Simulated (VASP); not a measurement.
Input of a VASP 6.6.1 run:

The input INCAR:

```
SYSTEM = Ti12H
PREC = Accurate
ENCUT = 520
EDIFF = 1E-7
ISMEAR = -1
SIGMA = 0.05
LREAL = .FALSE.
LASPH = .TRUE.
NELM = 100
ALGO = Normal
ISIF = 2
LWAVE = .FALSE.
LCHARG = .FALSE.
GGA = PE
IVDW = 12
NBANDS = 84
```

The input KPOINTS:

```
Automatic mesh
0
G
  3 2 4
  0 0 0
```

File POSCAR:

```
Ti12H
1.0
    5.9000000000      0.0000000000      0.0000000000
   -4.4250000000      7.6643250000      0.0000000000
    0.0000000000      0.0000000000      4.6846000000
Ti H
12 1
Direct
   -0.0065986112     -0.0042639110     -0.0052800666
    0.1486029192      0.2139772257      0.5045369936
   -0.0028369817      0.3306315951     -0.0016874440
    0.1655731239      0.5540699279      0.4973344576
    0.0053200953      0.6703743643     -0.0016560646
    0.1720948936      0.8921312705      0.4962331896
    0.5018786361      0.0003263171     -0.0032961192
    0.6721793304      0.2157801241      0.5048847287
    0.4984923312      0.3329879670      0.0084084020
    0.6810972121      0.5717748138      0.5060942236
    0.4976340028      0.6667022862     -0.0024311574
    0.6601985009      0.8857918995      0.4967593818
    0.5013174338      0.3368146575      0.4437326559
```

Potentials or basis: VASP PAW PBE potentials, release 64 (Ti_sv, H).

Command:

```bash
$ cat potpaw_PBE.64/Ti_sv/POTCAR potpaw_PBE.64/H/POTCAR > POTCAR
$ mpirun -np 1 vasp_std > vasp.out
```

(1) Predict the band gap on the k mesh.

(2) What does it give for the pressure?

(3) Predict the dispersion energy per atom.

(4) What does it give for the largest force?

Answers

(1) zero (an odd number of electrons rules out a gap without spin polarisation).

(2) -5.8 GPa.

(3) -0.561 eV.

(4) 0.337 eV/Å.

Caveat: the k points lie up to 0.41 Å⁻¹ apart, too coarse for converged energies and pressures of a metal.
